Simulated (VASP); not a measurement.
# Ca16HS16 (a cell with a defect) in VASP: notebook

Ca16HS16 (a cell with a defect) is run at these levels: PBE; tasks: single point.

Everything below comes from runs of VASP 6.6.1. Logs are shortened: lines on timing, memory, paths and dates and some standing lists are left out, and cuts for length are marked.

## 1. The cell of the first run

The cell holds a defect, 33 atoms: a = 9.893 Å, b = 9.893 Å, c = 9.893 Å, α = 109.47°, β = 109.47°, γ = 109.47°.

## 2. Single point, PBE, collinear spin (with an interstitial atom, then relaxed in part)

INCAR

```
SYSTEM = Ca16HS16
ALGO = Normal ; EDIFF = 1E-6
ENCUT = 400 ; GGA = PE
GGA_COMPAT = .False. ; ISIF = 2
ISMEAR = 0 ; ISPIN = 2
KPAR = 2 ; LASPH = .True.
LCHARG = .True. ; LORBIT = 11
LREAL = Auto ; LVHAR = .True.
LWAVE = .False. ; MAGMOM = 0 0 0 0.111 0 0 0 0.111 0.111 0 0 0.111 0 0 0 0 0 0 0 0 0 0.111 0 0.111 0 0 0 0.111 0 0 0 0.111 0.111
NBANDS = 154 ; NCORE = 2
NELM = 200 ; PREC = Accurate
SIGMA = 0.01
```

KPOINTS

```
Automatic mesh
0
Gamma
  2 2 2
  0.5 0.5 0.5
```

POSCAR

```
Ca16HS16
1.0
    5.7117999112      5.7117999112      5.7117999112
   -5.7117999112     -5.7117999112      5.7117999112
    5.7117999112     -5.7117999112     -5.7117999112
Ca S H
16 16 1
Direct
    0.2500000000      0.2510574763      0.5021382925
    0.5010574763      0.0000000000      0.5021382925
    0.2500000000      0.5021382925      0.2510574763
    0.4962974739      0.2462974739      0.2462974739
    0.7521382925      0.0000000000      0.2510574763
    0.7478617075      0.7489191838      0.4978617075
   -0.0010808162      0.4978617075      0.4978617075
    0.2500000000      1.0000000000      0.7537025261
    0.2500000000      0.7537025261      0.0000000000
    0.5010574763      0.5021382925      0.0000000000
    0.7521382925      0.2510574763      0.0000000000
    0.0037025261      0.0000000000      0.0000000000
   -0.0010574763      0.7489425237      0.2510808162
    0.5010808162      0.7489425237      0.7489425237
    0.7478617075      0.4978617075      0.7489191838
   -0.0010574763      0.2510808162      0.7489425237
    0.4997691754      0.2497691754      0.7511438668
    0.7513746914      0.0000000000      0.7502308246
    0.4988561332      0.4986253086      0.4986253086
    0.7486253086      0.2488561332      0.4986253086
    0.0002308246      0.0000000000      0.5013746914
   -0.0071041356      0.7428958644      0.7428958644
    0.2500000000      0.5013746914      0.7502308246
    0.5071041356      0.0000000000      0.0000000000
    0.4997691754      0.7511438668      0.2497691754
    0.7486253086      0.4986253086      0.2488561332
    0.0011438668      0.2497691754      0.2497691754
    0.2500000000      0.0000000000      0.2571041356
    0.2500000000      0.7502308246      0.5013746914
    0.7513746914      0.7502308246      0.0000000000
    0.0002308246      0.5013746914      0.0000000000
    0.2500000000      0.2571041356      0.0000000000
    0.2500000000      0.0000000000      0.0000000000
```

Potentials or basis: VASP PAW PBE potentials, release 64 (Ca_sv, S, H).

Run with:

```sh
$ cat potpaw_PBE.64/Ca_sv/POTCAR potpaw_PBE.64/S/POTCAR potpaw_PBE.64/H/POTCAR > POTCAR
$ mpirun -np 4 vasp_std > vasp.out
```

OUTCAR:

```text
SYSTEM = Ca16HS16
   EDIFF = 1E-6
   ENCUT = 400
   GGA = PE
   ISIF = 2
   ISMEAR = 0
   ISPIN = 2
   LASPH = .True.
   LORBIT = 11
   LREAL = Auto
   NELM = 200
   PREC = Accurate

 ion  position               nearest neighbor table
   1  0.250  0.251  0.502-  28 2.83  23 2.85  19 2.86  27 2.86  21 2.86  17 2.86
   2  0.501  0.000  0.502-  28 2.83  18 2.85  20 2.86  25 2.86  17 2.86  29 2.86
   3  0.250  0.502  0.251-  32 2.83  29 2.85  27 2.86  19 2.86  31 2.86  25 2.86
   4  0.496  0.246  0.246-  19 2.87  20 2.87  26 2.87  24 2.88  32 2.88  28 2.88
   5  0.752  0.000  0.251-  24 2.83  21 2.85  25 2.86  20 2.86  27 2.86  30 2.86
   6  0.748  0.749  0.498-  22 2.83  25 2.85  21 2.86  18 2.86  26 2.86  19 2.86
[... 24 lines left out ...]
  31  0.000  0.501  0.000-  11 2.85  13 2.86  15 2.86   3 2.86  16 2.86   9 2.87
  32  0.250  0.257  0.000-   3 2.83  10 2.83  16 2.83   4 2.88  12 2.88   8 2.88
  33  0.250  0.000  0.000-

  LATTYP: Found a body centered cubic cell.
 ALAT       =    11.4235998224

  Lattice vectors:

 A1 = (   5.7117999112,   5.7117999112,   5.7117999112)
 A2 = (  -5.7117999112,  -5.7117999112,   5.7117999112)
 A3 = (   5.7117999112,  -5.7117999112,  -5.7117999112)

Analysis of symmetry for initial positions (statically):
=====================================================================
 Subroutine PRICEL returns:
 Original cell was already a primitive cell.

 Routine SETGRP: Setting up the symmetry group for a
 body centered cubic supercell.

 Subroutine GETGRP returns: Found 24 space group operations
 (whereof  6 operations were pure point group operations)
 out of a pool of 48 trial point group operations.

The static configuration has the point symmetry C_3v.
 The point group associated with its full space group is T_d .

Analysis of symmetry for dynamics (positions and initial velocities):
=====================================================================
 Subroutine PRICEL returns:
 Original cell was already a primitive cell.

 Routine SETGRP: Setting up the symmetry group for a
 body centered cubic supercell.

 Subroutine GETGRP returns: Found 24 space group operations
 (whereof  6 operations were pure point group operations)
 out of a pool of 48 trial point group operations.

The dynamic configuration has the point symmetry C_3v.
 The point group associated with its full space group is T_d .

Analysis of structural, dynamic, and magnetic symmetry:
=====================================================================
 Subroutine PRICEL returns:
 Original cell was already a primitive cell.

 Routine SETGRP: Setting up the symmetry group for a
 body centered cubic supercell.

 Subroutine GETGRP returns: Found 24 space group operations
 (whereof  6 operations were pure point group operations)
 out of a pool of 48 trial point group operations.

The overall configuration has the point symmetry C_3v.
 The point group associated with its full space group is T_d .

 Subroutine INISYM returns: Found 24 space group operations
 (whereof  6 operations are pure point group operations),
 and found     1 'primitive' translations

----------------------------------------------------------------------------------------

                                     Primitive cell

  volume of cell :     745.3821

  direct lattice vectors                    reciprocal lattice vectors
     5.711799911  5.711799911  5.711799911     0.087538080  0.000000000  0.087538080
    -5.711799911 -5.711799911  5.711799911     0.000000000 -0.087538080  0.087538080
     5.711799911 -5.711799911 -5.711799911     0.087538080 -0.087538080  0.000000000

  length of vectors
     9.893127649  9.893127649  9.893127649     0.123797541  0.123797541  0.123797541

  position of ions in fractional coordinates (direct lattice)
     0.250000000  0.251057476  0.502138292
     0.501057476  0.000000000  0.502138292
     0.250000000  0.502138292  0.251057476
     0.496297474  0.246297474  0.246297474
     0.752138292  0.000000000  0.251057476
     0.747861708  0.748919184  0.497861708
[... 49 lines left out ...]
  ---------------------------------------------------
  free energy    TOTEN  =      -167.16738232 eV

  energy without entropy =     -167.16738232  energy(sigma->0) =     -167.16738232

 E-fermi :   3.3327     XC(G=0):  -9.3069

 val. band max:        3.2615994208   @ k =  -0.2500   0.2500   0.2500
 cond. band min:       4.0134970834   @ k =  -0.2500   0.2500   0.2500
 fundamental gap:      0.7518976626
 Fermi energy:         3.3326875064

 spin component 1

 k-point     1 :       0.2500    0.2500    0.2500
  band No.  band energies     occupation
      1     -36.5596      1.00000
      2     -36.5550      1.00000
      3     -36.5550      1.00000
      4     -36.5550      1.00000
      5     -36.5126      1.00000
      6     -36.5126      1.00000
[... 275 lines left out ...]
    139       7.3742      0.00000
    140       7.3742      0.00000
 Fermi energy:         3.3326875064

 spin component 2

 k-point     1 :       0.2500    0.2500    0.2500
  band No.  band energies     occupation
      1     -36.5560      1.00000
      2     -36.5514      1.00000
      3     -36.5514      1.00000
      4     -36.5514      1.00000
      5     -36.5106      1.00000
      6     -36.5106      1.00000
[... 275 lines left out ...]
    139       7.3896      0.00000
    140       7.3896      0.00000
 [bands above 140 left out]

------------------------ aborting loop because EDIFF is reached ----------------------------------------

  FORCE on cell =-STRESS in cart. coord.  units (eV):
  Direction    XX          YY          ZZ          XY          YZ          ZX
  --------------------------------------------------------------------------------------
  -------------------------------------------------------------------------------------
  Total        1.4528614      1.4528614      1.4528614      0.0000000     -0.0000000      0.0000000
  in kB        3.1228838      3.1228838      3.1228838      0.0000000     -0.0000000      0.0000000
  external PRESSURE =       3.1228838 kB  Pullay stress =       0.0000000 kB

 VOLUME and BASIS-vectors are now :
 -----------------------------------------------------------------------------
  energy-cutoff  :      400.00
  volume of cell :      745.38
      direct lattice vectors                 reciprocal lattice vectors
     5.711799911  5.711799911  5.711799911     0.087538080  0.000000000  0.087538080
    -5.711799911 -5.711799911  5.711799911     0.000000000 -0.087538080  0.087538080
     5.711799911 -5.711799911 -5.711799911     0.087538080 -0.087538080  0.000000000

 POSITION                                       TOTAL-FORCE (eV/Angst)
 -----------------------------------------------------------------------------------
      2.86207     -2.87415     -0.00617        -0.000937     -0.002970      0.000937
      5.73005     -0.00617     -0.00617         0.002970      0.000937      0.000937
     -0.00617     -2.87415      2.86207         0.000937     -0.002970     -0.000937
      2.83475      0.02115      2.83475        -0.004984      0.004984     -0.004984
      5.73005      2.86207      2.86207         0.002970     -0.000937     -0.000937
      2.83765     -2.84973      5.70563        -0.002970     -0.000937      0.000937
[... 25 lines left out ...]
     -0.04058     -0.04058      2.89648         0.006430      0.006430     -0.006430
      1.42795      1.42795      1.42795        -0.000000     -0.000000     -0.000000
 -----------------------------------------------------------------------------------
    total drift:                                0.000001     -0.000001      0.000003

  FREE ENERGIE OF THE ION-ELECTRON SYSTEM (eV)
  ---------------------------------------------------
  free  energy   TOTEN  =      -167.1673823179 eV

  energy  without entropy=     -167.1673823179  energy(sigma->0) =     -167.16738232

 total charge

# of ion       s       p       d       tot
------------------------------------------
    1        2.032   5.856   0.241   8.129
    2        2.032   5.856   0.241   8.129
    3        2.032   5.856   0.241   8.129
    4        2.030   5.855   0.241   8.125
    5        2.032   5.856   0.241   8.129
    6        2.032   5.856   0.241   8.129
[... 25 lines left out ...]
   32        1.320   2.455   0.000   3.775
   33        0.456   0.006   0.000   0.462
--------------------------------------------------
tot         54.003 133.162   3.850 191.015

 magnetization (x)

# of ion       s       p       d       tot
------------------------------------------
    1        0.000   0.000   0.002   0.002
    2        0.000   0.000   0.002   0.002
    3        0.000   0.000   0.002   0.002
    4       -0.000  -0.000   0.006   0.005
    5        0.000   0.000   0.002   0.002
    6        0.000   0.000   0.002   0.002
[... 25 lines left out ...]
   32        0.005   0.059   0.000   0.063
   33        0.209   0.000   0.000   0.209
--------------------------------------------------
tot          0.230   0.265   0.046   0.540
```

It took 4.6 min on 4 MPI ranks of AMD EPYC 7R43 (Zen 3), shared host; peak memory 0.61 GiB.

Results:

| Item | Value |
| --- | --- |
| Free energy | -167.1674 eV |
| Pressure | 0.3 GPa |
| Largest force | 0.011 eV/Å |
| Band gap on the k mesh | 0.75 eV |
| Net moment | 1.00 μB per cell |
| Site moments | Ca +0.00, +0.01 (each value once); S +0.00, +0.06 (each value once); H +0.21 μB |
| Valence electrons inside the program's atomic spheres | Ca 8.13, 8.12 (each value once); S 3.78, 3.77 (each value once); H 0.46 |

Forces on the atoms (eV/Å):
```
Ca  -0.001 -0.003  0.001
Ca   0.003  0.001  0.001
Ca   0.001 -0.003 -0.001
Ca  -0.005  0.005 -0.005
Ca   0.003 -0.001 -0.001
Ca  -0.003 -0.001  0.001
Ca   0.001  0.003  0.001
Ca   0.005 -0.005 -0.005
Ca  -0.005 -0.005  0.005
Ca   0.001  0.001  0.003
Ca  -0.001 -0.001  0.003
Ca   0.005  0.005  0.005
Ca  -0.001  0.001 -0.003
Ca  -0.001  0.003 -0.001
Ca   0.001 -0.001 -0.003
Ca  -0.003  0.001 -0.001
S    0.001 -0.001 -0.009
S    0.009  0.001  0.001
S   -0.001  0.009 -0.001
S   -0.009  0.001 -0.001
S    0.009 -0.001 -0.001
S    0.006 -0.006  0.006
S   -0.001 -0.009  0.001
S   -0.006 -0.006 -0.006
S   -0.009 -0.001  0.001
S   -0.001  0.001 -0.009
S    0.001  0.009  0.001
S   -0.006  0.006  0.006
S    0.001 -0.009 -0.001
S    0.001  0.001  0.009
S   -0.001 -0.001  0.009
S    0.006  0.006 -0.006
H    0.000  0.000  0.000
```

Levels at points of the mesh, in eV from the valence-band top:
Spin up:
```
           k point  band 127  band 128  band 129  band 130  band 131  band 132
(0.25, 0.25, 0.25)     -1.22     -1.22     -0.04      3.23      3.23      3.23
```
Spin down:
```tsv
k point	band 125	band 126	band 127	band 128	band 129	band 130	band 131	band 132
(0.25, 0.25, 0.25)	-1.23	-1.23	-1.22	-1.22	0.77	3.23	3.23	3.24
```

Caveat: the cell differs from its parent crystal (with an interstitial atom, then relaxed in part); semilocal functionals underestimate gaps, and a narrow one can read as zero.

## 3. Single point, PBE (with an interstitial atom, then relaxed in part)

INCAR

```
PREC = Accurate
ENCUT = 400
EDIFF = 1E-6
ISMEAR = 0
SIGMA = 0.01
LREAL = Auto
LASPH = T
NELM = 120
ALGO = Normal
ISIF = 2
LWAVE = F
LCHARG = F
GGA = PE
NELECT = 256.0
NBANDS = 150
GGA_COMPAT = F
```

KPOINTS is that of step 2.

POSCAR

```
Ca16HS16
1.0
    5.7117999112      5.7117999112      5.7117999112
   -5.7117999112     -5.7117999112      5.7117999112
    5.7117999112     -5.7117999112     -5.7117999112
Ca S H
16 16 1
Direct
    0.2500000000      0.2517811598      0.4984028458
    0.5017811598      0.0000000000      0.4984028458
    0.2500000000      0.4984028458      0.2517811598
    0.5110853605      0.2610853605      0.2610853605
    0.7484028458      0.0000000000      0.2517811598
    0.7515971542      0.7533783140      0.5015971542
    0.0033783140      0.5015971542      0.5015971542
    0.2500000000      1.0000000000      0.7389146395
    0.2500000000      0.7389146395      0.0000000000
    0.5017811598      0.4984028458      0.0000000000
    0.7484028458      0.2517811598      0.0000000000
   -0.0110853605      0.0000000000      0.0000000000
   -0.0017811598      0.7482188402      0.2466216860
    0.4966216860      0.7482188402      0.7482188402
    0.7515971542      0.5015971542      0.7533783140
   -0.0017811598      0.2466216860      0.7482188402
    0.4999929318      0.2499929318      0.7467529901
    0.7467600583      0.0000000000      0.7500070682
    0.5032470099      0.5032399417      0.5032399417
    0.7532399417      0.2532470099      0.5032399417
    0.0000070682      0.0000000000      0.4967600583
    0.0143015551      0.7643015551      0.7643015551
    0.2500000000      0.4967600583      0.7500070682
    0.4856984449      0.0000000000      0.0000000000
    0.4999929318      0.7467529901      0.2499929318
    0.7532399417      0.5032399417      0.2532470099
   -0.0032470099      0.2499929318      0.2499929318
    0.2500000000      0.0000000000      0.2356984449
    0.2500000000      0.7500070682      0.4967600583
    0.7467600583      0.7500070682      0.0000000000
    0.0000070682      0.4967600583      0.0000000000
    0.2500000000      0.2356984449      0.0000000000
    0.2500000000      0.0000000000      0.0000000000
```

Potentials or basis: VASP PAW PBE potentials, release 64 (Ca_sv, S, H).

Run with:

```sh
$ cat potpaw_PBE.64/Ca_sv/POTCAR potpaw_PBE.64/S/POTCAR potpaw_PBE.64/H/POTCAR > POTCAR
$ mpirun -np 1 vasp_std > vasp.out
```

It took 6.5 min on 1 thread of Intel Xeon 6975P-C (Granite Rapids), shared host; peak memory 0.72 GiB.

Results (log left out):

| Property | Result |
| --- | --- |
| Free energy | -170.8098 eV |
| Largest force | 0.009 eV/Å |

Forces on the atoms (eV/Å):
```
Ca   0.000 -0.004  0.000
Ca   0.004  0.000  0.000
Ca   0.000 -0.004  0.000
Ca  -0.003  0.003 -0.003
Ca   0.004  0.000  0.000
Ca  -0.004  0.000  0.000
Ca   0.000  0.004  0.000
Ca   0.003 -0.003 -0.003
Ca  -0.003 -0.003  0.003
Ca   0.000  0.000  0.004
Ca   0.000  0.000  0.004
Ca   0.003  0.003  0.003
Ca   0.000  0.000 -0.004
Ca   0.000  0.004  0.000
Ca   0.000  0.000 -0.004
Ca  -0.004  0.000  0.000
S   -0.003  0.003  0.008
S   -0.008 -0.003 -0.003
S    0.003 -0.008  0.003
S    0.008 -0.003  0.003
S   -0.008  0.003  0.003
S   -0.005  0.005 -0.005
S    0.003  0.008 -0.003
S    0.005  0.005  0.005
S    0.008  0.003 -0.003
S    0.003 -0.003  0.008
S   -0.003 -0.008 -0.003
S    0.005 -0.005 -0.005
S   -0.003  0.008  0.003
S   -0.003 -0.003 -0.008
S    0.003  0.003 -0.008
S   -0.005 -0.005  0.005
H    0.000  0.000  0.000
```

Levels at points of the mesh, in eV from the Fermi level:
```tsv
k point	band 124	band 125	band 126	band 127	band 128	band 129	band 130	band 131	band 132	band 133
(0.25, 0.25, 0.25)	-0.52	-0.52	-0.48	-0.48	-0.48	1.63	3.87	3.87	3.87	4.00
```

Caveat: the cell carries a net charge on a neutralising background, which shifts energy and pressure; the cell differs from its parent crystal (with an interstitial atom, then relaxed in part); the cell is charged against a uniform background, so pressure and absolute levels hang on convention.

## 4. Single point, PBE (with an interstitial atom, then relaxed in part)

INCAR

```
PREC = Accurate
ENCUT = 400
EDIFF = 1E-6
ISMEAR = 0
SIGMA = 0.01
LREAL = Auto
LASPH = True
NELM = 120
ALGO = Normal
ISIF = 2
LWAVE = False
LCHARG = True
GGA = PE
LELF = True
LVHAR = True
NELECT = 258.0
NBANDS = 150
GGA_COMPAT = False
```

KPOINTS is that of step 3.

POSCAR

```
Ca16HS16
1.0
    5.7117999112      5.7117999112      5.7117999112
   -5.7117999112     -5.7117999112      5.7117999112
    5.7117999112     -5.7117999112     -5.7117999112
Ca S H
16 16 1
Direct
    0.2500000000      0.2507333002      0.5054805385
    0.5007333002      0.0000000000      0.5054805385
    0.2500000000      0.5054805385      0.2507333002
    0.4796702513      0.2296702513      0.2296702513
    0.7554805385      0.0000000000      0.2507333002
    0.7445194615      0.7452527618      0.4945194615
   -0.0047472382      0.4945194615      0.4945194615
    0.2500000000      1.0000000000      0.7703297487
    0.2500000000      0.7703297487      0.0000000000
    0.5007333002      0.5054805385      0.0000000000
    0.7554805385      0.2507333002      0.0000000000
    0.0203297487      0.0000000000      0.0000000000
   -0.0007333002      0.7492666998      0.2547472382
    0.5047472382      0.7492666998      0.7492666998
    0.7445194615      0.4945194615      0.7452527618
   -0.0007333002      0.2547472382      0.7492666998
    0.4996035959      0.2496035959      0.7551982451
    0.7555946492      0.0000000000      0.7503964041
    0.4948017549      0.4944053508      0.4944053508
    0.7444053508      0.2448017549      0.4944053508
    0.0003964041      0.0000000000      0.5055946492
   -0.0223468095      0.7276531905      0.7276531905
    0.2500000000      0.5055946492      0.7503964041
    0.5223468095      0.0000000000      0.0000000000
    0.4996035959      0.7551982451      0.2496035959
    0.7444053508      0.4944053508      0.2448017549
    0.0051982451      0.2496035959      0.2496035959
    0.2500000000      0.0000000000      0.2723468095
    0.2500000000      0.7503964041      0.5055946492
    0.7555946492      0.7503964041      0.0000000000
    0.0003964041      0.5055946492      0.0000000000
    0.2500000000      0.2723468095      0.0000000000
    0.2500000000      0.0000000000      0.0000000000
```

Run with:

```sh
$ cat potpaw_PBE.64/Ca_sv/POTCAR potpaw_PBE.64/S/POTCAR potpaw_PBE.64/H/POTCAR > POTCAR
$ mpirun -np 1 vasp_std > vasp.out
```

Wall time 4.6 min (1 thread of AMD EPYC 9R45 (Zen 5), shared host); peak memory 0.71 GiB.

It converged, with:

```yaml
Free_energy: -163.5967 eV
Largest_force: 0.020 eV/Å
```

Forces on the atoms (eV/Å):
```
Ca   0.001 -0.016 -0.001
Ca   0.016 -0.001 -0.001
Ca  -0.001 -0.016  0.001
Ca  -0.011  0.011 -0.011
Ca   0.016  0.001  0.001
Ca  -0.016  0.001 -0.001
Ca  -0.001  0.016 -0.001
Ca   0.011 -0.011 -0.011
Ca  -0.011 -0.011  0.011
Ca  -0.001 -0.001  0.016
Ca   0.001  0.001  0.016
Ca   0.011  0.011  0.011
Ca   0.001 -0.001 -0.016
Ca   0.001  0.016  0.001
Ca  -0.001  0.001 -0.016
Ca  -0.016 -0.001  0.001
S    0.000  0.000  0.009
S   -0.009  0.000  0.000
S    0.000 -0.009  0.000
S    0.009  0.000  0.000
S   -0.009  0.000  0.000
S    0.012 -0.012  0.012
S    0.000  0.009  0.000
S   -0.012 -0.012 -0.012
S    0.009  0.000  0.000
S    0.000  0.000  0.009
S    0.000 -0.009  0.000
S   -0.012  0.012  0.012
S    0.000  0.009  0.000
S    0.000  0.000 -0.009
S    0.000  0.000 -0.009
S    0.012  0.012 -0.012
H    0.000  0.000  0.000
```

Levels at points of the mesh, in eV from the Fermi level:
```csv
k point,band 126,band 127,band 128,band 129,band 130,band 131,band 132,band 133
"(0.25, 0.25, 0.25)",-1.33,-1.25,-1.25,-0.12,3.07,3.07,3.08,3.08
```

Caveat: the cell carries a net charge on a neutralising background, which shifts energy and pressure; the cell differs from its parent crystal (with an interstitial atom, then relaxed in part); the cell is charged against a uniform background, so pressure and absolute levels hang on convention.
